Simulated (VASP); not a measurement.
Write the native input for VASP 6.6.1 that does the following.

| Item | Value |
| --- | --- |
| Task | single point |
| Functional | PBE |
| Potentials or basis | VASP PAW PBE potentials, release 64 (Mg, O) |
| Cutoff | 520 eV |
| k mesh | 9 × 9 × 2 |
| Occupations | gaussian, width 0.05 eV |
| Spin | no spin polarisation |
| Dipole correction | no |
| Further INCAR settings | ALGO = Normal; EDIFF = 1e-06; NBANDS = 26 |

The structure of MgO lies in POSCAR:

```
MgO
1.0
    3.2803754002      0.0000000000      0.0000000000
   -1.6401877001      2.8408884305      0.0000000000
    0.0000000000      0.0000000000     10.5147056238
Mg O
4 4
Direct
    0.3333333333      0.6666666667      0.9694791811
    0.0000000000      0.0000000000      0.2208070585
    0.0000000000      0.0000000000      0.7208070585
    0.6666666667      0.3333333333      0.4694791811
    0.3333333333      0.6666666667      0.7800540723
    0.0000000000      0.0000000000      0.5924271004
    0.0000000000      0.0000000000      0.0296578681
    0.6666666667      0.3333333333      0.2800540723
```

This cell differs from its parent crystal: atom 6 (O) moved by +0.000 Å along [1 0 0] and +0.660 Å along [0 0 1].

These files were run (other wordings do the same):

INCAR

```
PREC = Accurate
ENCUT = 520
EDIFF = 1E-6
ISMEAR = 0
SIGMA = 0.05
LREAL = False
LASPH = True
NELM = 100
ALGO = Normal
ISIF = 2
LWAVE = False
LCHARG = False
GGA = PE
NBANDS = 26
```

KPOINTS

```
regular mesh
0
Gamma
  9 9 2
```

Potentials or basis: VASP PAW PBE potentials, release 64 (Mg, O).

Launch:

```bash
$ cat potpaw_PBE.64/Mg/POTCAR potpaw_PBE.64/O/POTCAR > POTCAR
$ mpirun -np 1 vasp_std > vasp.out
```

Results of the run:

```yaml
Pressure: 20.6 GPa
Largest_force: 36.071 eV/Å
Band_gap_on_the_k_mesh: 0.75 eV, direct
```

Caveat: the cell differs from its parent crystal (atom 6 (O) moved by +0.000 Å along [1 0 0] and +0.660 Å along [0 0 1]); forces of over 1 eV/Å act on the atoms, so gaps and moduli don't describe the material at rest.

Wall time 27 s on 1 thread of Intel(R) Xeon(R) 6975P-C (Granite Rapids), with other jobs on the host, peak memory 0.21 GiB.
